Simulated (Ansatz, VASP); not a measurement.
One calculation of RbAu2, two programs

INCAR

```
ALGO = Normal ; EDIFF = 1E-7
ENCUT = 520 ; GGA = PE
ISIF = 2 ; ISMEAR = 0
LASPH = True ; LCHARG = False
LREAL = False ; LWAVE = False
NBANDS = 22 ; NELM = 60
PREC = Accurate ; SIGMA = 0.1
```

The input KPOINTS:

```
k-points
0
Gamma
  6 6 4
```

POSCAR

```
RbAu2
1.0
    4.7241553000      0.0000000000      0.0000000000
   -2.3620776000      4.0912385000      0.0000000000
    0.0000000000      0.0000000000      4.9861862000
Rb Au
1 2
Direct
    0.0000000000      0.0000000000      0.5000000000
    0.3333333000      0.6666667000      0.0000000000
    0.6666667000      0.3333333000      0.0000000000
```

Input for Ansatz:

```yaml
crystal:
  lattice:
    - [4.7241553, 0.0, 0.0]
    - [-2.3620776, 4.0912385, 0.0]
    - [0.0, 0.0, 4.9861862]
  atoms:
    - { symbol: Rb, position: [0.0, 0.0, 0.5] }
    - { symbol: Au, position: [0.3333333, 0.6666667, 0.0] }
    - { symbol: Au, position: [0.6666667, 0.3333333, 0.0] }
basis:
  ecutwfc: 420
kpoints:
  mp_grid: { grid: [6, 6, 4] }
hamiltonian:
  xc: pbe
scf:
  occupations: { method: gaussian, width: 0.1 }
  lower_state_search: "off"
output:
  forces: true
  stress: true
  eigenvalues: true
```

Alike in both runs: task single point; functional PBE; k mesh 6 × 6 × 4; occupations gaussian, width 0.1 eV; no spin polarisation.

```csv
,VASP,Ansatz
version,VASP 6.6.1,Ansatz 0.2.0
potentials or method,"VASP PAW PBE potentials, release 64 (Rb_sv, Au), cutoff 520 eV","scalar-relativistic, plane waves, PAW"
valence electrons in the cell,31,47
```

```tsv
	VASP	Ansatz	Ansatz less VASP
gap on the k mesh at the Fermi level (eV)	none	none	-
pressure (GPa)	-0.1	-0.1	+0.04
traceless stress, the component that is largest in VASP (GPa)	0.13	0.11	-0.016
```

A gap of «none» marks a metal or a gap that the smearing closes. The functional is the same, so the differences come from potentials, cutoffs and numerics. VASP's potentials hold 31 valence electrons a cell and Ansatz's 47, so a difference there can come from the potentials and not from the codes.

Spin-orbit coupling is off throughout.
